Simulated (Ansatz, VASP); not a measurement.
One calculation of AlNi3, two programs

The input INCAR:

```
PREC = Accurate
ENCUT = 520
EDIFF = 1E-6
ISMEAR = -1
SIGMA = 0.05
LREAL = F
LASPH = T
NELM = 150
ALGO = Normal
ISIF = 2
LWAVE = F
LCHARG = F
ISPIN = 2
MAGMOM = 1.26667 1.26667 1.26667 0
LORBIT = 11
NUPDOWN = 3.8
LMAXMIX = 4
GGA = PE
NBANDS = 28
```

KPOINTS

```
regular mesh
0
Gamma
  6 6 6
```

The input POSCAR:

```
AlNi3
1.0
    3.5230547267      0.0000000000      0.0000000000
    0.0000000000      3.5230547267      0.0000000000
    0.0000000000      0.0000000000      3.5230547267
Ni Al
3 1
Direct
    0.5000000000      0.5000000000      0.0000000000
    0.5000000000      0.0000000000      0.5000000000
    0.0000000000      0.5000000000      0.5000000000
    0.0000000000      0.0000000000      0.0000000000
```

File input.yaml:

```yaml
crystal:
  lattice:
    - [3.5230547267, 0.0, 0.0]
    - [0.0, 3.5230547267, 0.0]
    - [0.0, 0.0, 3.5230547267]
  atoms:
    - { symbol: Ni, position: [0.5, 0.5, 0.0], spin: 1.2666666667 }
    - { symbol: Ni, position: [0.5, 0.0, 0.5], spin: 1.2666666667 }
    - { symbol: Ni, position: [0.0, 0.5, 0.5], spin: 1.2666666667 }
    - { symbol: Al, position: [0.0, 0.0, 0.0] }
hamiltonian:
  xc: pbe
  pseudopotentials: { kind: paw }
magnetization:
  spin_polarized: true
  initial_magnetization: 3.8
  spin_locking: { lock_magnetization: hard }
kpoints:
  mp_grid: { grid: [6, 6, 6] }
scf:
  occupations: { method: fermi_dirac, width: 0.05 }
  lower_state_search: "off"
output:
  forces: true
  stress: true
  eigenvalues: true
  write_density: true
  write_potential: true
  elf: true
  volumetric_format: npy
```

Alike in both runs: task single point; functional PBE; k mesh 6 × 6 × 6; occupations fermi-dirac, width 0.05 eV; collinear spin; fixed moment 3.8 μB.

|  | VASP | Ansatz |
| --- | --- | --- |
| version | VASP 6.6.1 | Ansatz 0.2.0 |
| potentials or method | VASP PAW PBE potentials, release 64 (Ni, Al) | Ansatz PAW |
| plane-wave cutoff (eV) | 520 | 420 |
| valence electrons in the cell | 33 | 57 |

```csv
,VASP,Ansatz,Ansatz less VASP
pressure (GPa),18.4,18.5,+0.10
net moment per atom (μB),0.95,0.95,0.000
size of the moment on the site where the two differ most (μB),0.10,0.14,+0.041
```

Site moments also hang on the region over which each program counts them. The functional is the same, so the differences come from potentials, cutoffs and numerics. VASP's potentials hold 33 valence electrons a cell and Ansatz's 57, so a difference there can come from the potentials and not from the codes.
